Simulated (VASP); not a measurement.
Nd: single point with r2SCAN

The system is Nd.

```
Nd
1.0
    -2.04767    2.04767    2.04767
     2.04767   -2.04767    2.04767
     2.04767    2.04767   -2.04767
Nd
1
Cartesian
  0.0000 0.0000 0.0000
```

This isn't the form of Nd at room conditions, which is double hcp.

```yaml
Program: VASP 6.6.1
Task: single point
Functional: r2SCAN
Potentials_or_basis: VASP PAW PBE potentials, release 64 (Nd)
Cutoff: 520 eV
k_mesh: 14 × 14 × 14
Occupations: gaussian, width 0.05 eV
Spin: collinear spin, ferromagnetic start
Starting_moments: "[3.0] μB"
Dipole_correction: no
Further_INCAR_settings: ALGO = Normal; EDIFF = 1e-06; NBANDS = 17
```

```yaml
Pressure: 1.4 GPa
Net_moment: 3.79 μB per cell
Site_moments: Nd +3.05 μB
Valence_electrons_inside_the_program's_atomic_spheres: Nd 11.06
```

Levels at points of the mesh, in eV from the Fermi level:
Spin up:
```csv
k point,band 5,band 6,band 7,band 8,band 9,band 10,band 11,band 12,band 13,band 14
"(0.00, 0.00, 0.00)",-4.41,-2.20,-2.20,-2.20,0.34,0.34,0.34,1.38,1.60,1.60
"(0.50, 0.00, 0.00)",-2.31,-2.10,-1.96,-1.95,-0.26,0.10,0.19,0.28,1.11,2.16
"(0.50, 0.50, 0.50)",-2.24,-2.24,-1.86,-1.86,-1.86,0.11,0.11,0.11,0.85,6.09
```
Spin down:
```
           k point  band 2  band 3  band 4  band 5  band 6  band 7  band 8  band 9
(0.00, 0.00, 0.00)  -17.86  -17.86  -17.86   -3.47    2.09    2.09    2.09    2.17
(0.50, 0.00, 0.00)  -19.11  -18.24  -17.89   -1.46    0.74    1.70    1.77    1.78
(0.50, 0.50, 0.50)  -18.68  -18.68  -18.68   -1.62   -1.62    1.61    1.76    1.77
```

Wall time 13 min on 1 thread of Intel(R) Xeon(R) Platinum 8259CL CPU @ 2.50GHz (Skylake/Cascade Lake), on a shared host, peak memory 0.26 GiB.

Caveat: the magnetic or orbital state may not be the lowest; the PAW data sets were made with another functional, which shifts forces and pressure a little; spin-orbit coupling is left out, which moves the levels of the heavy elements; semilocal functionals describe open f shells poorly, which spoils levels, moments and volumes. The state reached can hang on the start; a lower one may exist.
